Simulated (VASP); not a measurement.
# GeS (Pnma) in VASP: single point with r2SCAN

Aim: the single point of GeS with r2SCAN.

Program: VASP 6.6.1. These are calculated values, not measurements. Logs are shortened: lines on timing, memory, paths and dates and some standing lists are left out, and cuts for length are marked.

## Step 1: The cell of the first run

The structure is orthorhombic, space group Pnma (No. 62). The conventional cell has a = 10.832 Å, b = 3.591 Å, c = 4.546 Å, α = 90.00°, β = 90.00°, γ = 90.00°. Ge (site symmetry m) has 3 S at 2.42 to 2.44 Å within 3.2 Å. Within 3.2 Å of S (site symmetry m) lie 3 Ge at 2.42 to 2.44 Å.

## Step 2: Single point, r2SCAN

The input, POSCAR:

```
GeS
1.0
   10.8319971303      0.0000000000      0.0000000000
    0.0000000000      3.5909722033      0.0000000000
    0.0000000000      0.0000000000      4.5464047080
Ge S
4 4
Direct
    0.8716503859      0.2500000000      0.3643014049
    0.1283496141      0.7500000000      0.6356985951
    0.6283496141      0.7500000000      0.8643014049
    0.3716503859      0.2500000000      0.1356985951
    0.6553135622      0.2500000000      0.5129245088
    0.3446864378      0.7500000000      0.4870754912
    0.8446864378      0.7500000000      0.0129245088
    0.1553135622      0.2500000000      0.9870754912
```

The input, INCAR.step1:

```
PREC     = Accurate       # precision mode
ENCUT    = 550            # plane-wave cutoff, eV
ISMEAR   = 0              # smearing method
SIGMA    = 0.02           # smearing width, eV
LREAL    = False          # projectors in reciprocal space
LASPH    = True           # aspherical terms in the spheres
NELM     = 120            # most SCF steps
NBANDS   = 50             # bands
GGA      = PE             # functional
ALGO     = Normal         # electronic algorithm
EDIFF    = 1E-5           # SCF threshold, eV
LWAVE    = True           # write WAVECAR
LCHARG   = False          # write CHGCAR
GGA_COMPAT= False
```

The input, INCAR.step2:

```
PREC     = Accurate       # precision mode
ENCUT    = 550            # plane-wave cutoff, eV
EDIFF    = 1E-6           # SCF threshold, eV
ISMEAR   = 0              # smearing method
SIGMA    = 0.02           # smearing width, eV
LREAL    = False          # projectors in reciprocal space
LASPH    = True           # aspherical terms in the spheres
NELM     = 120            # most SCF steps
ALGO     = Normal         # electronic algorithm
ISIF     = 2              # what is computed and relaxed
LWAVE    = False          # write WAVECAR
LCHARG   = False          # write CHGCAR
METAGGA  = R2SCAN         # meta-GGA
LMIXTAU  = True         
NBANDS   = 50             # bands
ISTART   = 1            
GGA_COMPAT= False
```

The input, KPOINTS:

```
Automatic mesh
0
Gamma
  4 8 6
```

Potentials or basis: VASP PAW PBE potentials, release 64 (Ge_d, S).

The run is started by

```
> cat potpaw_PBE.64/Ge_d/POTCAR potpaw_PBE.64/S/POTCAR > POTCAR
> cp INCAR.step1 INCAR
> mpirun -np 1 vasp_std > vasp.out
> cp INCAR.step2 INCAR
> mpirun -np 1 vasp_std > vasp.out
```

OUTCAR:

```text
PREC = Accurate
   ENCUT = 550
   EDIFF = 1E-6
   ISMEAR = 0
   LREAL = False
   LASPH = True
   NELM = 120
   ISIF = 2
   METAGGA = R2SCAN
   ISTART = 1

 ion  position               nearest neighbor table
   1  0.872  0.250  0.364-   7 2.42   7 2.42   5 2.44
   2  0.128  0.750  0.636-   8 2.42   8 2.42   6 2.44
   3  0.628  0.750  0.864-   5 2.42   5 2.42   7 2.44
   4  0.372  0.250  0.136-   6 2.42   6 2.42   8 2.44
   5  0.655  0.250  0.513-   3 2.42   3 2.42   1 2.44
   6  0.345  0.750  0.487-   4 2.42   4 2.42   2 2.44
   7  0.845  0.750  0.013-   1 2.42   1 2.42   3 2.44
   8  0.155  0.250  0.987-   2 2.42   2 2.42   4 2.44

  LATTYP: Found a simple orthorhombic cell.
 ALAT       =     3.5909722033
 B/A-ratio  =     1.2660651352
 C/A-ratio  =     3.0164525140

  Lattice vectors:

 A1 = (   0.0000000000,   3.5909722033,   0.0000000000)
 A2 = (   0.0000000000,   0.0000000000,   4.5464047080)
 A3 = (  10.8319971303,   0.0000000000,   0.0000000000)

Analysis of symmetry for initial positions (statically):
=====================================================================
 Subroutine PRICEL returns:
 Original cell was already a primitive cell.

 Routine SETGRP: Setting up the symmetry group for a
 simple orthorhombic supercell.

 Subroutine GETGRP returns: Found  8 space group operations
 (whereof  2 operations were pure point group operations)
 out of a pool of  8 trial point group operations.

The static configuration has the point symmetry S_2 .
 The point group associated with its full space group is D_2h.

Analysis of symmetry for dynamics (positions and initial velocities):
=====================================================================
 Subroutine PRICEL returns:
 Original cell was already a primitive cell.

 Routine SETGRP: Setting up the symmetry group for a
 simple orthorhombic supercell.

 Subroutine GETGRP returns: Found  8 space group operations
 (whereof  2 operations were pure point group operations)
 out of a pool of  8 trial point group operations.

The dynamic configuration has the point symmetry S_2 .
 The point group associated with its full space group is D_2h.

 Subroutine INISYM returns: Found  8 space group operations
 (whereof  2 operations are pure point group operations),
 and found     1 'primitive' translations

[... 108 lines left out ...]
   EDIFFG = 0.1E-04   stopping-criterion for IOM
   NSW    =      0    number of steps for IOM
   IBRION =     -1    ionic relax: 0-MD 1-quasi-New 2-CG
   NFREE  =      0    steps in history (QN), initial steepest desc. (CG)
   ISIF   =      2    stress and relaxation
   ISYM   =      2    0-nonsym 1-usesym 2-fastsym
   POTIM  = 0.5000    time-step for ionic-motion
   TEBEG  =    0.0;   TEEND  =   0.0 temperature during run
   PSTRESS=    0.0 pullay stress
   NELECT =      80.0000    total number of electrons
   NUPDOWN=      -1.0000    fix difference up-down
   EMIN   =  10.00;   EMAX   =-10.00  energy-range for DOS
   EFERMI =   0.00;   METHOD = LEGACY
   ISMEAR =     0;   SIGMA  =   0.02  broadening in eV -4-tet -1-fermi 0-gaus
   EFERMI_NEDOS =   21; number of points for ismear=-14 and -15
   IALGO  =     38    algorithm
   IMIX   =      4    mixing-type and parameters
     AMIX     =   0.40;   BMIX     =  1.00
     AMIX_MAG =   1.60;   BMIX_MAG =  1.00
  volume/ion in A,a.u.               =      22.11       149.17
  Fermi-wavevector in a.u.,A,eV,Ry     =   1.256730  2.374875 21.488633  1.579370
  Thomas-Fermi vector in A             =   2.390424
   LORBIT       =      0    0 simple, 1 ext, 2 COOP (PROOUT), +10 PAW based schemes
   METAGGA = R2SCAN    functional components
   LHFCALC =     F    Hartree Fock is set to
   AEXX    =    0.0000 exact exchange contribution
   IVDW    =     0    specifies the selected vdW correction
   LEPSILON=     F    determine dielectric tensor
   LRPA    =     F    only Hartree local field effects (RPA)
 non-spin polarized calculation
 Gauss-broadening in eV      SIGMA  =   0.02
  energy-cutoff  :      550.00
  volume of cell :      176.84
 maximum number of plane-waves:      5208
 NGX is ok and might be reduce to    84
   NGX = 41   NGY = 13   NGZ = 17

 number of electron      79.9999990 magnetization

 Free energy of the ion-electron system (eV)
  ---------------------------------------------------
  ext. energy  EPLUGINS =         0.00000000
  ---------------------------------------------------
  free energy    TOTEN  =       -89.59938277 eV

  energy without entropy =      -89.59938277  energy(sigma->0) =      -89.59938277

 E-fermi :   4.3539     XC(G=0): -10.3434

 val. band max:        4.2376251825   @ k =   0.0000   0.0000   0.0000
 cond. band min:       5.6000292986   @ k =   0.0000   0.0000   0.0000
 fundamental gap:      1.3624041161
 Fermi energy:         4.3538712136

 k-point     1 :       0.0000    0.0000    0.0000
  band No.  band energies     occupation
      1     -20.9819      2.00000
      2     -20.9796      2.00000
      3     -20.9723      2.00000
      4     -20.9707      2.00000
      5     -20.9671      2.00000
      6     -20.9664      2.00000
[... 1261 lines left out ...]
     49       9.3202      0.00000
     50       9.3202      0.00000

 [... further k-points ...]

------------------------ aborting loop because EDIFF is reached ----------------------------------------

  FORCE on cell =-STRESS in cart. coord.  units (eV):
  Direction    XX          YY          ZZ          XY          YZ          ZX
  --------------------------------------------------------------------------------------
  -------------------------------------------------------------------------------------
  Total        0.0176667     -0.0666564     -0.0001304      0.0000000     -0.0000000      0.0000000
  in kB        0.1600580     -0.6038982     -0.0011814      0.0000000     -0.0000000      0.0000000
  external PRESSURE =      -0.1483405 kB  Pullay stress =       0.0000000 kB

 VOLUME and BASIS-vectors are now :
 -----------------------------------------------------------------------------
  energy-cutoff  :      550.00
  volume of cell :      176.84
      direct lattice vectors                 reciprocal lattice vectors
    10.831997130  0.000000000  0.000000000     0.092319079  0.000000000  0.000000000
     0.000000000  3.590972203  0.000000000     0.000000000  0.278476118  0.000000000
     0.000000000  0.000000000  4.546404708     0.000000000  0.000000000  0.219954022

 POSITION                                       TOTAL-FORCE (eV/Angst)
 -----------------------------------------------------------------------------------
      9.44171      0.89774      1.65626         0.004336     -0.000000     -0.002929
      1.39028      2.69323      2.89014        -0.004336      0.000000      0.002929
      6.80628      2.69323      3.92946        -0.004336     -0.000000     -0.002929
      4.02572      0.89774      0.61694         0.004336      0.000000      0.002929
      7.09835      0.89774      2.33196         0.001770     -0.000000     -0.000143
      3.73364      2.69323      2.21444        -0.001770      0.000000      0.000143
      9.14964      2.69323      0.05876        -0.001770     -0.000000     -0.000143
      1.68236      0.89774      4.48764         0.001770      0.000000      0.000143
 -----------------------------------------------------------------------------------
    total drift:                                0.000000      0.000000      0.000000

  FREE ENERGIE OF THE ION-ELECTRON SYSTEM (eV)
  ---------------------------------------------------
  free  energy   TOTEN  =       -89.5993827728 eV

  energy  without entropy=      -89.5993827728  energy(sigma->0) =      -89.59938277
```

OUTCAR.step1:

```text
PREC = Accurate
   ENCUT = 550
   ISMEAR = 0
   LREAL = False
   LASPH = True
[... 1520 lines left out ...]
      7.09835      0.89774      2.33196        -0.106674     -0.000000     -0.190895
      3.73364      2.69323      2.21444         0.106674     -0.000000      0.190895
      9.14964      2.69323      0.05876         0.106674     -0.000000     -0.190895
      1.68236      0.89774      4.48764        -0.106674     -0.000000      0.190895
 -----------------------------------------------------------------------------------
    total drift:                                0.000000      0.000000      0.000000

  FREE ENERGIE OF THE ION-ELECTRON SYSTEM (eV)
  ---------------------------------------------------
  free  energy   TOTEN  =       -36.6148766538 eV

  energy  without entropy=      -36.6148766538  energy(sigma->0) =      -36.61487665
```

OSZICAR.step1:

```text
N       E                     dE             d eps       ncg     rms          rms(c)
DAV:   1     0.961593488075E+03    0.96159E+03   -0.37301E+04  7638   0.361E+03
DAV:   2     0.161120470596E+03   -0.80047E+03   -0.76358E+03  6000   0.990E+02
DAV:   3    -0.202968841607E+02   -0.18142E+03   -0.17251E+03  6816   0.237E+02
DAV:   4    -0.368299000421E+02   -0.16533E+02   -0.16223E+02  7334   0.775E+01
DAV:   5    -0.373942675223E+02   -0.56437E+00   -0.56139E+00  7128   0.148E+01    0.133E+01
DAV:   6    -0.366281673275E+02    0.76610E+00   -0.15306E+00  8664   0.659E+00    0.870E+00
DAV:   7    -0.366254194080E+02    0.27479E-02   -0.67846E-01  7840   0.291E+00    0.188E+00
DAV:   8    -0.366140893465E+02    0.11330E-01   -0.80238E-02  8236   0.195E+00    0.451E-01
DAV:   9    -0.366146751525E+02   -0.58581E-03   -0.11325E-02  7150   0.648E-01    0.178E-01
DAV:  10    -0.366147973053E+02   -0.12215E-03   -0.10289E-03  7972   0.161E-01    0.808E-02
DAV:  11    -0.366148769876E+02   -0.79682E-04   -0.11439E-04  6984   0.724E-02    0.289E-02
DAV:  12    -0.366148766538E+02    0.33371E-06   -0.25433E-05  5592   0.243E-02
   1 F= -.36614877E+02 E0= -.36614877E+02  d E =-.631743E-29
```

It took 32 min on 1 thread of Oxide Virtual Turin-like, shared host; peak memory 0.56 GiB.

What came out:

```yaml
Free_energy: -89.5994 eV
Pressure: 0.0 GPa
Largest_force: 0.005 eV/Å
Band_gap_on_the_k_mesh: 1.36 eV
```

Forces on the atoms (eV/Å):
```
Ge   0.004  0.000 -0.003
Ge  -0.004  0.000  0.003
Ge  -0.004  0.000 -0.003
Ge   0.004  0.000  0.003
S    0.002  0.000  0.000
S   -0.002  0.000  0.000
S   -0.002  0.000  0.000
S    0.002  0.000  0.000
```

Levels at points of the mesh, in eV from the valence-band top:
| k point | band 36 | band 37 | band 38 | band 39 | band 40 | band 41 | band 42 | band 43 | band 44 | band 45 |
| --- | --- | --- | --- | --- | --- | --- | --- | --- | --- | --- |
| (0.00, 0.00, 0.00) | -2.25 | -1.92 | -1.05 | -0.99 | 0.00 | 1.36 | 2.46 | 2.88 | 3.16 | 3.19 |
| (0.50, 0.00, 0.00) | -2.08 | -2.07 | -2.07 | -0.47 | -0.47 | 2.31 | 2.31 | 2.75 | 2.75 | 3.74 |
| (0.00, 0.50, 0.00) | -2.67 | -1.82 | -1.82 | -1.38 | -1.38 | 1.55 | 1.55 | 1.80 | 1.80 | 2.78 |
| (0.50, 0.50, 0.00) | -2.83 | -1.73 | -1.73 | -1.73 | -1.73 | 1.86 | 1.86 | 1.86 | 1.86 | 2.95 |
| (0.00, 0.00, 0.50) | -2.14 | -1.29 | -1.29 | -0.45 | -0.45 | 2.06 | 2.06 | 2.71 | 2.71 | 3.20 |
| (0.50, 0.00, 0.50) | -2.53 | -1.17 | -1.17 | -0.47 | -0.47 | 2.08 | 2.08 | 2.55 | 2.55 | 3.60 |
| (0.00, 0.50, 0.50) | -3.99 | -2.02 | -2.02 | -1.42 | -1.42 | 3.20 | 3.20 | 3.24 | 3.24 | 4.73 |
| (0.50, 0.50, 0.50) | -4.38 | -1.53 | -1.53 | -1.53 | -1.53 | 3.03 | 3.03 | 3.03 | 3.03 | 4.54 |

Caveat: the PAW data sets were made with another functional, which shifts forces and pressure a little. A k mesh can miss the band edges.
